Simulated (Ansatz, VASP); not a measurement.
RbAuBr3 in VASP and in Ansatz

```
CELL_PARAMETERS angstrom
5.43699 0.00000 0.00000
0.00000 5.43699 0.00000
0.00000 0.00000 5.43699
ATOMIC_POSITIONS crystal
Rb 0.50000 0.50000 0.50000
Au 0.00000 0.00000 0.00000
Br 0.50000 0.00000 0.00000
Br 0.00000 0.00000 0.50000
Br 0.00000 0.50000 0.00000
```

Alike in both runs: task single point; functional LDA; k mesh 5 × 5 × 5; occupations gaussian, width 0.1 eV; no spin polarisation.

|  | VASP | Ansatz |
| --- | --- | --- |
| version | VASP 6.6.1 | Ansatz 0.2.0 |
| potentials or method | VASP PAW LDA potentials, release 64 (Rb_sv, Au, Br) | plane waves, PAW |
| plane-wave cutoff (eV) | 520 | 420 |
| valence electrons in the cell | 41 | 49 |

```tsv
	VASP	Ansatz	Ansatz less VASP
pressure (GPa)	-3.9	-3.9	-0.06
```

LDA's correlation is that of Perdew and Zunger in VASP and of Perdew and Wang (1992) in Ansatz. VASP's potentials hold 41 valence electrons a cell and Ansatz's 49, so a difference there can come from the potentials and not from the codes.

Neither program's run includes spin-orbit coupling.
